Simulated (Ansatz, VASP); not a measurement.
One calculation of SnO2, two programs

The input INCAR:

```
SYSTEM = SnO2
PREC     = Accurate       ! precision mode
ENCUT    = 520            ! plane-wave cutoff, eV
EDIFF    = 1E-6           ! SCF threshold, eV
ISMEAR   = 0              ! smearing method
SIGMA    = 0.05           ! smearing width, eV
LREAL    = .False.        ! projectors in reciprocal space
LASPH    = .True.         ! aspherical terms in the spheres
NELM     = 80             ! most SCF steps
ALGO     = Normal         ! electronic algorithm
ISIF     = 2              ! what is computed and relaxed
LWAVE    = .False.        ! write WAVECAR
LCHARG   = .False.        ! write CHGCAR
GGA      = PE             ! functional
IVDW     = 12             ! dispersion correction
NBANDS   = 64             ! bands
```

KPOINTS

```
regular mesh
0
Gamma
  6 6 6
  0 0 0
```

POSCAR

```
SnO2
1.0
    3.2373377715      1.8690778339      4.2908446674
   -3.2373377715      1.8690778339      4.2908446674
    0.0000000000     -3.7381556677      4.2908446674
Sn O
4 8
Direct
    0.8695873582      0.8623747075      0.8623747078
    0.3695882271      0.3623937098      0.8623847119
    0.3695882271      0.8623847116      0.3623937102
    0.8695892338      0.3623933688      0.3623933692
    0.0787997484      0.6423931661      0.6423931867
    0.5787433627      0.1423881819      0.6423645579
    0.5787433627      0.6423645373      0.1423882026
    0.6152315746      0.6049902443      0.6049902211
    0.0787883752      0.1423861311      0.1423861517
    0.1151790730      0.1050068665      0.6050249509
    0.1151790730      0.6050249740      0.1050068433
    0.6151394563      0.1049898695      0.1049898463
```

Input for Ansatz:

```yaml
crystal:
  lattice:
    - [3.2373377712, 1.8690778337, 4.2908446647]
    - [-3.2373377712, 1.8690778337, 4.2908446647]
    - [0.0, -3.7381556673, 4.2908446647]
  atoms:
    - { symbol: Sn, position: [0.8695873484, 0.8623747125, 0.8623747129] }
    - { symbol: Sn, position: [0.3695882353, 0.3623937026, 0.8623847154] }
    - { symbol: Sn, position: [0.3695882353, 0.8623847151, 0.362393703] }
    - { symbol: Sn, position: [0.8695892277, 0.3623933672, 0.3623933676] }
    - { symbol: O, position: [0.0787997299, 0.6423931548, 0.6423931754] }
    - { symbol: O, position: [0.5787433929, 0.1423881912, 0.642364539] }
    - { symbol: O, position: [0.5787433929, 0.6423645184, 0.1423882118] }
    - { symbol: O, position: [0.6152315603, 0.6049902507, 0.6049902275] }
    - { symbol: O, position: [0.0787883544, 0.1423861416, 0.1423861623] }
    - { symbol: O, position: [0.1151790838, 0.1050068719, 0.6050249665] }
    - { symbol: O, position: [0.1151790838, 0.6050249897, 0.1050068487] }
    - { symbol: O, position: [0.6151394244, 0.1049898542, 0.104989831] }
basis:
  ecutwfc: 520.0
kpoints:
  mp_grid: { grid: [6, 6, 6] }
hamiltonian:
  xc: pbe
  pseudopotentials: { kind: paw, azcp: { folder: soft_1 } }
  dispersion: d3bj
scf:
  occupations: { method: gaussian, width: 0.05 }
output:
  forces: true
  stress: true
  eigenvalues: true
```

Change from the starting cell: mode 20 frozen in at -0.100 Å and mode 26 at -0.138 Å (largest displacements).

Alike in both runs: task single point; functional PBE; dispersion D3(BJ); k mesh 6 × 6 × 6; occupations gaussian, width 0.05 eV; no spin polarisation.

```csv
,VASP,Ansatz
version,VASP 6.6.1,Ansatz 0.2.0
potentials or method,"VASP PAW PBE potentials, release 64 (Sn_d, O), cutoff 520 eV","scalar-relativistic, plane waves, PAW"
valence electrons in the cell,104,104
```

|  | VASP | Ansatz | Ansatz less VASP |
| --- | --- | --- | --- |
| gap on the k mesh at the Fermi level (eV) | 1.43 | 1.46 | +0.026 |
| least direct gap on the mesh (eV) | 1.43 | 1.46 | +0.026 |
| pressure (GPa) | 6.2 | 5.5 | -0.64 |
| traceless stress, the component that is largest in VASP (GPa) | -13.16 | -12.99 | +0.172 |
| rms of the force components (eV/Å) | 1.740 | 1.711 | -0.0290 |

Atom by atom the forces differ by 0.038 eV/Å (rms over components).
